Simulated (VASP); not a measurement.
# TePb2 (P6/mmm) in VASP: relaxation of cell and atoms with PBE

Aim: the relaxation of cell and atoms of TePb2 with PBE.

All numbers are computed with VASP 6.6.1; they aren't measurements. Logs are shortened: lines on timing, memory, paths and dates and some standing lists are left out, and cuts for length are marked.

## Step 1: The cell of the first run

Symmetry: P6/mmm, No. 191, hexagonal system. Conventional cell: a = 5.326 Å, b = 5.326 Å, c = 4.079 Å, α = 90.00°, β = 90.00°, γ = 120.00°. Te (site symmetry 6/mmm) has 12 Pb at 3.69 Å and 2 Te at 4.08 Å within 4.8 Å. Pb (site symmetry -6m2) has 5 Pb at 3.08 to 4.08 Å and 6 Te at 3.69 Å within 4.1 Å.

## Step 2: Relaxation of cell and atoms, PBE

INCAR reads:

```
SYSTEM = TePb2
ALGO = Fast
EDIFF = 1E-6
EDIFFG = -0.01
ENCUT = 600
GGA = PE
IBRION = 2
ISIF = 3
ISMEAR = 0
LASPH = .True.
LCHARG = .False.
LREAL = .False.
LWAVE = .False.
NELM = 80
NSW = 100
PREC = Accurate
SIGMA = 0.1
```

KPOINTS reads:

```
k-points
0
Gamma
  12 12 12
  0 0 0
```

POSCAR reads:

```
TePb2
1.0
    5.3261497687      0.0000000000      0.0000000000
   -2.6630748843      4.6125810040      0.0000000000
    0.0000000000      0.0000000000      4.0792640838
Te Pb
1 2
Direct
    0.0000000000      0.0000000000      0.0000000000
    0.3333333333      0.6666666667      0.5000000000
    0.6666666667      0.3333333333      0.5000000000
```

Potentials or basis: VASP PAW PBE potentials, release 64 (Te, Pb_d).

On the command line:

```
$ cat potpaw_PBE.64/Te/POTCAR potpaw_PBE.64/Pb_d/POTCAR > POTCAR
$ mpirun -np 1 vasp_std > vasp.out
```

OUTCAR:

```text
SYSTEM = TePb2
   EDIFF = 1E-6
   EDIFFG = -0.01
   ENCUT = 600
   GGA = PE
   IBRION = 2
   ISIF = 3
   ISMEAR = 0
   LASPH = .True.
   LREAL = .False.
   NELM = 80
   NSW = 100
   PREC = Accurate

 ion  position               nearest neighbor table
   1  0.000  0.000  0.000-   2 3.69   3 3.69   2 3.69   3 3.69   2 3.69   2 3.69   3 3.69   3 3.69
                             3 3.69   3 3.69   2 3.69   2 3.69
   2  0.333  0.667  0.500-   3 3.08   3 3.08   3 3.08   1 3.69   1 3.69   1 3.69   1 3.69   1 3.69
                             1 3.69
   3  0.667  0.333  0.500-   2 3.08   2 3.08   2 3.08   1 3.69   1 3.69   1 3.69   1 3.69   1 3.69
                             1 3.69

  LATTYP: Found a hexagonal cell.
 ALAT       =     5.3261497687
 C/A-ratio  =     0.7658936119

  Lattice vectors:

 A1 = (   5.3261497687,   0.0000000000,   0.0000000000)
 A2 = (  -2.6630748843,   4.6125810040,   0.0000000000)
 A3 = (   0.0000000000,   0.0000000000,   4.0792640838)

Analysis of symmetry for initial positions (statically):
=====================================================================
 Subroutine PRICEL returns:
 Original cell was already a primitive cell.

 Routine SETGRP: Setting up the symmetry group for a
 hexagonal supercell.

 Subroutine GETGRP returns: Found 24 space group operations
 (whereof 24 operations were pure point group operations)
 out of a pool of 24 trial point group operations.

The static configuration has the point symmetry D_6h.

Analysis of symmetry for dynamics (positions and initial velocities):
=====================================================================
 Subroutine PRICEL returns:
 Original cell was already a primitive cell.

 Routine SETGRP: Setting up the symmetry group for a
 hexagonal supercell.

 Subroutine GETGRP returns: Found 24 space group operations
 (whereof 24 operations were pure point group operations)
 out of a pool of 24 trial point group operations.

The dynamic configuration has the point symmetry D_6h.

 Subroutine INISYM returns: Found 24 space group operations
 (whereof 24 operations are pure point group operations),
 and found     1 'primitive' translations

----------------------------------------------------------------------------------------

                                     Primitive cell

  volume of cell :     100.2165

  direct lattice vectors                    reciprocal lattice vectors
     5.326149769  0.000000000  0.000000000     0.187752888  0.108399180  0.000000000
[... 98 lines left out ...]
   PSTRESS=    0.0 pullay stress
   NELECT =      34.0000    total number of electrons
   NUPDOWN=      -1.0000    fix difference up-down
   EMIN   =  10.00;   EMAX   =-10.00  energy-range for DOS
   EFERMI =   0.00;   METHOD = LEGACY
   ISMEAR =     0;   SIGMA  =   0.10  broadening in eV -4-tet -1-fermi 0-gaus
   EFERMI_NEDOS =   21; number of points for ismear=-14 and -15
   IALGO  =     68    algorithm
   IMIX   =      4    mixing-type and parameters
     AMIX     =   0.40;   BMIX     =  1.00
     AMIX_MAG =   1.60;   BMIX_MAG =  1.00
  volume/ion in A,a.u.               =      33.41       225.43
  Fermi-wavevector in a.u.,A,eV,Ry     =   1.141795  2.157679 17.737853  1.303695
  Thomas-Fermi vector in A             =   2.278494
   LORBIT       =      0    0 simple, 1 ext, 2 COOP (PROOUT), +10 PAW based schemes
   GGA     = PE    functional components
   LHFCALC =     F    Hartree Fock is set to
   AEXX    =    0.0000 exact exchange contribution
   IVDW    =     0    specifies the selected vdW correction
   LEPSILON=     F    determine dielectric tensor
   LRPA    =     F    only Hartree local field effects (RPA)
 conjugate gradient relaxation of ions
 non-spin polarized calculation
 RMM-DIIS sequential band-by-band and
 Gauss-broadening in eV      SIGMA  =   0.10
  energy-cutoff  :      600.00
  volume of cell :      100.22
 maximum number of plane-waves:      3389
 NGX is ok and might be reduce to    48
   NGX = 21   NGY = 21   NGZ = 17

--------------------------------------- Ionic step        1  -------------------------------------------

 number of electron      34.0000003 magnetization

 Free energy of the ion-electron system (eV)
  ---------------------------------------------------
  ext. energy  EPLUGINS =         0.00000000
  ---------------------------------------------------
  free energy    TOTEN  =        -9.96589427 eV

  energy without entropy =       -9.95473522  energy(sigma->0) =       -9.96031474

------------------------ aborting loop because EDIFF is reached ----------------------------------------

  FORCE on cell =-STRESS in cart. coord.  units (eV):
  Direction    XX          YY          ZZ          XY          YZ          ZX
  --------------------------------------------------------------------------------------
  -------------------------------------------------------------------------------------
  Total        0.1278844      0.1278844     -0.1486022      0.0000000      0.0000000     -0.0000000
  in kB        2.0445082      2.0445082     -2.3757277      0.0000000      0.0000000     -0.0000000
  external PRESSURE =       0.5710962 kB  Pullay stress =       0.0000000 kB
[... 135 lines left out ...]
--------------------------------------- Ionic step        5  -------------------------------------------

 number of electron      33.9999997 magnetization

 Free energy of the ion-electron system (eV)
  ---------------------------------------------------
  ext. energy  EPLUGINS =         0.00000000
  ---------------------------------------------------
  free energy    TOTEN  =        -9.96730058 eV

  energy without entropy =       -9.95569222  energy(sigma->0) =       -9.96149640

 E-fermi :   6.0775     XC(G=0):  -9.5610

 val. band max:        6.0759664939   @ k =   0.3333   0.1667   0.0000
 cond. band min:       6.1046915057   @ k =   0.2500  -0.0000   0.0833
 fundamental gap:      0.0287250117
 Fermi energy:         6.0774718494

 k-point     1 :       0.0000    0.0000    0.0000
  band No.  band energies     occupation
      1     -11.2101      2.00000
      2     -11.0790      2.00000
      3     -11.0790      2.00000
      4     -11.0572      2.00000
      5     -11.0572      2.00000
      6     -10.9100      2.00000
[... 565 lines left out ...]
     20       9.4090      0.00000
     21       9.7595      0.00000

 [... further k-points ...]

------------------------ aborting loop because EDIFF is reached ----------------------------------------

  FORCE on cell =-STRESS in cart. coord.  units (eV):
  Direction    XX          YY          ZZ          XY          YZ          ZX
  --------------------------------------------------------------------------------------
  -------------------------------------------------------------------------------------
  Total       -0.0018722     -0.0018722     -0.0225437     -0.0000000      0.0000000      0.0000000
  in kB       -0.0300531     -0.0300531     -0.3618744     -0.0000000      0.0000000      0.0000000
  external PRESSURE =      -0.1406602 kB  Pullay stress =       0.0000000 kB
[... 18 lines left out ...]
  FREE ENERGIE OF THE ION-ELECTRON SYSTEM (eV)
  ---------------------------------------------------
  free  energy   TOTEN  =        -9.9673005843 eV

  energy  without entropy=       -9.9556922203  energy(sigma->0) =       -9.96149640

 reached required accuracy - stopping structural energy minimisation
```

OSZICAR:

```text
N       E                     dE             d eps       ncg     rms          rms(c)
DAV:   1     0.344674346870E+03    0.34467E+03   -0.17484E+04  5586   0.188E+03
DAV:   2     0.202720997110E+02   -0.32440E+03   -0.31903E+03  5616   0.452E+02
DAV:   3    -0.891484295239E+01   -0.29187E+02   -0.28295E+02  7148   0.156E+02
[... 44 lines left out ...]
RMM:   3    -0.996725936824E+01    0.66687E-03   -0.28410E-03  5612   0.578E-01    0.285E-02
RMM:   4    -0.996728646572E+01   -0.27097E-04   -0.53392E-04  6716   0.267E-01    0.113E-02
RMM:   5    -0.996729798944E+01   -0.11524E-04   -0.13193E-04  6301   0.114E-01    0.981E-03
RMM:   6    -0.996729990056E+01   -0.19111E-05   -0.38051E-05  5785   0.957E-02    0.386E-03
RMM:   7    -0.996730084428E+01   -0.94372E-06   -0.18949E-05  5849   0.407E-02    0.113E-03
RMM:   8    -0.996730058434E+01    0.25994E-06   -0.26402E-06  3735   0.203E-02
   5 F= -.99673006E+01 E0= -.99614964E+01  d E =-.616576E-03
```

It took 48 min on 1 thread of Intel Xeon 8259CL, shared host; peak memory 0.52 GiB.

What came out:

| Property | Result |
| --- | --- |
| Free energy | -9.9673 eV |
| Relaxed volume | 33.27 Å³/atom |
| Relaxed cell | a = 5.345 Å, b = 5.345 Å, c = 4.033 Å, α = 90.00°, β = 90.00°, γ = 120.00° |
| Space group after relaxing (to 0.1 Å) | P6/mmm (No. 191) |
| Energy gained by relaxing | 0.5 meV/atom |
| Ionic steps | 5 |
| Pressure after relaxing | 0.0 GPa |
| Band gap on the k mesh | zero (bands 17 and 18 overlap by 2.42 eV) |

The path:
| step | energy change (eV) | largest force (eV/Å) | pressure (GPa) | volume (Å³) |
| --- | --- | --- | --- | --- |
| 1 | 0.0000 | 0.0000 | 0.06 | 100.22 |
| 2 | -0.0006 | 0.0000 | -0.06 | 100.39 |
| 3 | -0.0008 | 0.0000 | -0.16 | 100.53 |
| 4 | -0.0013 | 0.0000 | -0.08 | 100.08 |
| 5 | -0.0014 | 0.0000 | -0.01 | 99.81 |

Final structure:
```cif
data_structure
_symmetry_space_group_name_H-M 'P 1'
_symmetry_Int_Tables_number 1
_cell_length_a 5.3455
_cell_length_b 5.3455
_cell_length_c 4.0335
_cell_angle_alpha 90.000
_cell_angle_beta 90.000
_cell_angle_gamma 120.000
_cell_volume 99.81
loop_
_atom_site_label
_atom_site_type_symbol
_atom_site_fract_x
_atom_site_fract_y
_atom_site_fract_z
_atom_site_occupancy
Te1 Te 0.00000 0.00000 0.00000 1
Pb1 Pb 0.33333 0.66667 0.50000 1
Pb2 Pb 0.66667 0.33333 0.50000 1
```

Caveat: spin-orbit coupling is left out, which moves the levels of the heavy elements.

The gap in the log of VASP goes by the Fermi energy; the results here count the filled bands.